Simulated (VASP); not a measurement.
A run of VASP 6.6.1:

INCAR

```
SYSTEM = CuF
  PREC = Accurate
  ENCUT = 520
  EDIFF = 1E-7
  ISMEAR = 0
  SIGMA = 0.05
  LREAL = .FALSE.
  LASPH = .TRUE.
  NELM = 80
  ALGO = Normal
  ISIF = 2
  LWAVE = .FALSE.
  LCHARG = .FALSE.
  GGA = PE
  NBANDS = 16
```

The input KPOINTS:

```
Automatic mesh
0
G
  9 9 7
  0 0 0
```

Contents of POSCAR:

```
CuF
1.0
    2.4710065500      0.0000000000      0.0000000000
    0.0000000000      2.4710065500      0.0000000000
    0.0000000000      0.0000000000      3.4165013900
Cu F
1 1
Direct
    0.0000000000      0.0000000000      0.0000000000
    0.5000000000      0.5000000000      0.5000000000
```

Potentials or basis: VASP PAW PBE potentials, release 64 (Cu, F).

Launch:

```sh
$ cat potpaw_PBE.64/Cu/POTCAR potpaw_PBE.64/F/POTCAR > POTCAR
$ mpirun -np 1 vasp_std > vasp.out
```

Hardware: 1 thread of Intel Xeon 8259CL (shared host).

How long does it take, and how much memory?

It took 33 s on 1 thread of Intel Xeon 8259CL, on a shared host, peak memory 0.14 GiB. Counts: scf iterations 15, k points 60.
